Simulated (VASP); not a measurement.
# Ca (Fm-3m) in VASP: single point with PBE

Aim: the single point of Ca with PBE.

Program: VASP 6.6.1. These are calculated values, not measurements. Logs are shortened: lines on timing, memory, paths and dates and some standing lists are left out, and cuts for length are marked.

### Step 1. The cell of the first run

The structure is cubic, space group Fm-3m (No. 225). Conventional cell: a = 5.580 Å, b = 5.580 Å, c = 5.580 Å, α = 90.00°, β = 90.00°, γ = 90.00°. Within 5.2 Å of Ca (site symmetry m-3m) lie 12 Ca at 3.95 Å.

### Step 2. Single point, PBE

INCAR reads:

```
SYSTEM = Ca
ALGO = Normal
EDIFF = 1E-6
ENCUT = 520
GGA = PE
ISIF = 2
ISMEAR = 0
LASPH = .TRUE.
LCHARG = .FALSE.
LREAL = .FALSE.
LWAVE = .FALSE.
NBANDS = 11
NELM = 80
PREC = Accurate
SIGMA = 0.05
```

KPOINTS reads:

```
k-points
0
G
  14 14 14
  0 0 0
```

POSCAR reads:

```
Ca
1.0
    0.0000000000      2.7900000000      2.7900000000
    2.7900000000      0.0000000000      2.7900000000
    2.7900000000      2.7900000000      0.0000000000
Ca
1
Direct
    0.0000000000      0.0000000000      0.0000000000
```

Potentials or basis: VASP PAW PBE potentials, release 64 (Ca_sv).

Launch:

```console
$ cat potpaw_PBE.64/Ca_sv/POTCAR > POTCAR
$ mpirun -np 1 vasp_std > vasp.out
```

OUTCAR:

```text
SYSTEM = Ca
   EDIFF = 1E-6
   ENCUT = 520
   GGA = PE
   ISIF = 2
   ISMEAR = 0
   LASPH = .TRUE.
   LREAL = .FALSE.
   NELM = 80
   PREC = Accurate

 ion  position               nearest neighbor table
   1  0.000  0.000  0.000-

  LATTYP: Found a face centered cubic cell.
 ALAT       =     5.5800000000

  Lattice vectors:

 A1 = (   0.0000000000,   2.7900000000,   2.7900000000)
 A2 = (   2.7900000000,   0.0000000000,   2.7900000000)
 A3 = (   2.7900000000,   2.7900000000,   0.0000000000)

Analysis of symmetry for initial positions (statically):
=====================================================================
 Subroutine PRICEL returns:
 Original cell was already a primitive cell.

 Routine SETGRP: Setting up the symmetry group for a
 face centered cubic supercell.

 Subroutine GETGRP returns: Found 48 space group operations
 (whereof 48 operations were pure point group operations)
 out of a pool of 48 trial point group operations.

The static configuration has the point symmetry O_h .

Analysis of symmetry for dynamics (positions and initial velocities):
=====================================================================
 Subroutine PRICEL returns:
 Original cell was already a primitive cell.

 Routine SETGRP: Setting up the symmetry group for a
 face centered cubic supercell.

 Subroutine GETGRP returns: Found 48 space group operations
 (whereof 48 operations were pure point group operations)
 out of a pool of 48 trial point group operations.

The dynamic configuration has the point symmetry O_h .

 Subroutine INISYM returns: Found 48 space group operations
 (whereof 48 operations are pure point group operations),
 and found     1 'primitive' translations

----------------------------------------------------------------------------------------

                                     Primitive cell

  volume of cell :      43.4353

  direct lattice vectors                    reciprocal lattice vectors
     0.000000000  2.790000000  2.790000000    -0.179211470  0.179211470  0.179211470
     2.790000000  0.000000000  2.790000000     0.179211470 -0.179211470  0.179211470
     2.790000000  2.790000000  0.000000000     0.179211470  0.179211470 -0.179211470

  length of vectors
     3.945655839  3.945655839  3.945655839     0.310403371  0.310403371  0.310403371

  position of ions in fractional coordinates (direct lattice)
     0.000000000  0.000000000  0.000000000

  ion indices of the primitive-cell ions
   primitive index   ion index
                 1           1

----------------------------------------------------------------------------------------

 KPOINTS: k-points

Automatic generation of k-mesh.
 Grid dimensions read from file:
 generate k-points for:   14   14   14

 Generating k-lattice:

  Cartesian coordinates                     Fractional coordinates (reciprocal lattice)
    -0.012800819  0.012800819  0.012800819     0.071428571  0.000000000  0.000000000
     0.012800819 -0.012800819  0.012800819     0.000000000  0.071428571  0.000000000
     0.012800819  0.012800819 -0.012800819     0.000000000  0.000000000  0.071428571

  Length of vectors
     0.022171669  0.022171669  0.022171669

  Shift w.r.t. Gamma in fractional coordinates (k-lattice)
     0.000000000  0.000000000  0.000000000

 Subroutine IBZKPT returns following result:
 ===========================================

 Found    104 irreducible k-points:

 Following reciprocal coordinates:
            Coordinates               Weight
  0.000000  0.000000  0.000000      1.000000
  0.071429  0.000000  0.000000      8.000000
  0.142857  0.000000  0.000000      8.000000
  0.214286  0.000000  0.000000      8.000000
  0.285714  0.000000  0.000000      8.000000
  0.357143  0.000000  0.000000      8.000000
[... 16 lines left out ...]
  0.214286  0.142857  0.000000     24.000000
  0.285714  0.142857  0.000000     24.000000
 [... further k-points ...]
   k-points           NKPTS =    104   k-points in BZ     NKDIM =    104   number of bands    NBANDS=     11
   number of dos      NEDOS =    301   number of ions     NIONS =      1
   total plane-waves  NPLWV =  27000
   dimension x,y,z NGX =    30 NGY =   30 NGZ =   30
   dimension x,y,z NGXF=    60 NGYF=   60 NGZF=   60
   ions per type =               1
   NGX,Y,Z   is equivalent  to a cutoff of  12.64, 12.64, 12.64 a.u.
   NGXF,Y,Z  is equivalent  to a cutoff of  25.28, 25.28, 25.28 a.u.
 SYSTEM =  Ca
   PREC   = accura    normal or accurate (medium, high low for compatibility)
   ISTART =      0    job   : 0-new  1-cont  2-samecut
   ICHARG =      2    charge: 1-file 2-atom 10-const
   ISPIN  =      1    spin polarized calculation?
   LNONCOLLINEAR =      F non collinear calculations
   LSORBIT =      F    spin-orbit coupling
   LASPH  =      T    aspherical Exc in radial PAW
   ENCUT  =  520.0 eV  38.22 Ry    6.18 a.u.   7.34  7.34  7.34*2*pi/ulx,y,z
   NELM   =     80;   NELMIN=  2; NELMDL= -5     # of ELM steps
   EDIFF  = 0.1E-05   stopping-criterion for ELM
   LREAL  =      F    real-space projection
   EDIFFG = 0.1E-04   stopping-criterion for IOM
   NSW    =      0    number of steps for IOM
   IBRION =     -1    ionic relax: 0-MD 1-quasi-New 2-CG
   NFREE  =      0    steps in history (QN), initial steepest desc. (CG)
   ISIF   =      2    stress and relaxation
   ISYM   =      2    0-nonsym 1-usesym 2-fastsym
   POTIM  = 0.5000    time-step for ionic-motion
   TEBEG  =    0.0;   TEEND  =   0.0 temperature during run
   PSTRESS=    0.0 pullay stress
   NELECT =      10.0000    total number of electrons
   NUPDOWN=      -1.0000    fix difference up-down
   EMIN   =  10.00;   EMAX   =-10.00  energy-range for DOS
   EFERMI =   0.00;   METHOD = LEGACY
   ISMEAR =     0;   SIGMA  =   0.05  broadening in eV -4-tet -1-fermi 0-gaus
   EFERMI_NEDOS =   21; number of points for ismear=-14 and -15
   IALGO  =     38    algorithm
   IMIX   =      4    mixing-type and parameters
     AMIX     =   0.40;   BMIX     =  1.00
     AMIX_MAG =   1.60;   BMIX_MAG =  1.00
  volume/ion in A,a.u.               =      43.44       293.12
  Fermi-wavevector in a.u.,A,eV,Ry     =   1.003369  1.896092 13.697653  1.006749
  Thomas-Fermi vector in A             =   2.135916
   LORBIT       =      0    0 simple, 1 ext, 2 COOP (PROOUT), +10 PAW based schemes
   GGA     = PE    functional components
   LHFCALC =     F    Hartree Fock is set to
   AEXX    =    0.0000 exact exchange contribution
   IVDW    =     0    specifies the selected vdW correction
   LEPSILON=     F    determine dielectric tensor
   LRPA    =     F    only Hartree local field effects (RPA)
 non-spin polarized calculation
 Gauss-broadening in eV      SIGMA  =   0.05
  energy-cutoff  :      520.00
  volume of cell :       43.44
 maximum number of plane-waves:      1211
 NGX is ok and might be reduce to    30
   NGX = 15   NGY = 15   NGZ = 15

 number of electron      10.0000000 magnetization

 number of electron       9.9999997 magnetization

 Free energy of the ion-electron system (eV)
  ---------------------------------------------------
  ext. energy  EPLUGINS =         0.00000000
  ---------------------------------------------------
  free energy    TOTEN  =        -1.92889310 eV

  energy without entropy =       -1.92686913  energy(sigma->0) =       -1.92788111

 E-fermi :   1.8325     XC(G=0):  -7.6477

 val. band max:        1.8296817489   @ k =  -0.3571   0.4286   0.0714
 cond. band min:       1.8750872833   @ k =  -0.3571   0.3571   0.0000
 fundamental gap:      0.0454055344
 Fermi energy:         1.8325340396

 k-point     1 :       0.0000    0.0000    0.0000
  band No.  band energies     occupation
      1     -40.2418      2.00000
      2     -21.1618      2.00000
      3     -21.1618      2.00000
      4     -21.1618      2.00000
      5      -2.1277      2.00000
      6       4.1426      0.00000
      7       4.1426      0.00000
      8       4.1426      0.00000
      9       5.1758      0.00000
     10       5.1758      0.00000
     11      10.8407      0.00000

 k-point     2 :       0.0714    0.0000    0.0000
  band No.  band energies     occupation
      1     -40.2412      2.00000
      2     -21.1680      2.00000
      3     -21.1626      2.00000
      4     -21.1626      2.00000
      5      -2.0424      2.00000
      6       4.0509      0.00000
      7       4.1752      0.00000
      8       4.1752      0.00000
      9       5.1475      0.00000
     10       5.1475      0.00000
     11      10.9395      0.00000

 k-point     3 :       0.1429    0.0000    0.0000
  band No.  band energies     occupation
      1     -40.2395      2.00000
      2     -21.1854      2.00000
      3     -21.1650      2.00000
      4     -21.1650      2.00000
      5      -1.7905      2.00000
      6       3.8018      0.00000
      7       4.2494      0.00000
      8       4.2494      0.00000
      9       5.0965      0.00000
     10       5.0965      0.00000
     11      10.7085      0.00000

 k-point     4 :       0.2143    0.0000    0.0000
  band No.  band energies     occupation
      1     -40.2372      2.00000
      2     -21.2104      2.00000
      3     -21.1685      2.00000
      4     -21.1685      2.00000
      5      -1.3845      2.00000
      6       3.4487      0.00000
      7       4.2892      0.00000
      8       4.2892      0.00000
      9       5.1198      0.00000
     10       5.1198      0.00000
     11       9.5926      0.00000

 k-point     5 :       0.2857    0.0000    0.0000
  band No.  band energies     occupation
      1     -40.2345      2.00000
      2     -21.2379      2.00000
      3     -21.1723      2.00000
      4     -21.1723      2.00000
      5      -0.8467      2.00000
      6       3.0303      0.00000
      7       4.2361      0.00000
      8       4.2361      0.00000
      9       5.2876      0.00000
     10       5.2876      0.00000
     11       8.5340      0.00000
[... 211 lines left out ...]
 k-point    21 :      -0.0714    0.0714    0.0000
  band No.  band energies     occupation
      1     -40.2403      2.00000
      2     -21.1766      2.00000
      3     -21.1663      2.00000
      4     -21.1630      2.00000
      5      -1.9016      2.00000
      6       3.9153      0.00000
      7       4.2074      0.00000
      8       4.2347      0.00000
      9       5.0366      0.00000
     10       5.1798      0.00000
     11      11.0531      0.00000

 k-point    22 :       0.1429    0.1429    0.0000
  band No.  band energies     occupation
      1     -40.2388      2.00000
      2     -21.1847      2.00000
      3     -21.1703      2.00000
      4     -21.1703      2.00000
      5      -1.6794      2.00000
      6       3.7254      0.00000
      7       4.3218      0.00000
      8       4.3218      0.00000
      9       4.7472      0.00000
     10       5.2900      0.00000
     11      11.3381      0.00000

 k-point    23 :       0.2143    0.1429    0.0000
  band No.  band energies     occupation
      1     -40.2370      2.00000
      2     -21.2009      2.00000
      3     -21.1746      2.00000
      4     -21.1736      2.00000
      5      -1.3817      2.00000
      6       3.5015      0.00000
      7       4.3306      0.00000
      8       4.4105      0.00000
      9       4.6536      0.00000
     10       5.3487      0.00000
     11      10.5532      0.00000

 k-point    24 :       0.2857    0.1429    0.0000
  band No.  band energies     occupation
      1     -40.2347      2.00000
      2     -21.2234      2.00000
      3     -21.1790      2.00000
      4     -21.1776      2.00000
      5      -0.9396      2.00000
      6       3.2089      0.00000
      7       4.1136      0.00000
      8       4.4441      0.00000
      9       4.8630      0.00000
     10       5.4656      0.00000
     11       9.3579      0.00000

 [... further k-points ...]

------------------------ aborting loop because EDIFF is reached ----------------------------------------

  FORCE on cell =-STRESS in cart. coord.  units (eV):
  Direction    XX          YY          ZZ          XY          YZ          ZX
  --------------------------------------------------------------------------------------
  -------------------------------------------------------------------------------------
  Total       -0.1295824     -0.1295824     -0.1295824      0.0000000      0.0000000      0.0000000
  in kB       -4.7798480     -4.7798480     -4.7798480      0.0000000      0.0000000      0.0000000
  external PRESSURE =      -4.7798480 kB  Pullay stress =       0.0000000 kB

 VOLUME and BASIS-vectors are now :
 -----------------------------------------------------------------------------
  energy-cutoff  :      520.00
  volume of cell :       43.44
      direct lattice vectors                 reciprocal lattice vectors
     0.000000000  2.790000000  2.790000000    -0.179211470  0.179211470  0.179211470
     2.790000000  0.000000000  2.790000000     0.179211470 -0.179211470  0.179211470
     2.790000000  2.790000000  0.000000000     0.179211470  0.179211470 -0.179211470

 POSITION                                       TOTAL-FORCE (eV/Angst)
 -----------------------------------------------------------------------------------
      0.00000      0.00000      0.00000         0.000000      0.000000      0.000000
 -----------------------------------------------------------------------------------
    total drift:                               -0.000000     -0.000000      0.000000

  FREE ENERGIE OF THE ION-ELECTRON SYSTEM (eV)
  ---------------------------------------------------
  free  energy   TOTEN  =        -1.9288930961 eV

  energy  without entropy=       -1.9268691285  energy(sigma->0) =       -1.92788111
```

Run time: 27 s. Hardware: 1 thread of Intel Xeon Platinum 8488C (Sapphire Rapids), shared host; peak memory 0.19 GiB.

What came out:

| Property | Result |
| --- | --- |
| Free energy | -1.9289 eV |
| Pressure | -0.5 GPa |
| Band gap on the k mesh | zero (band 5 reaches 2.01 eV, above the bottom of band 6 at 1.67 eV) |
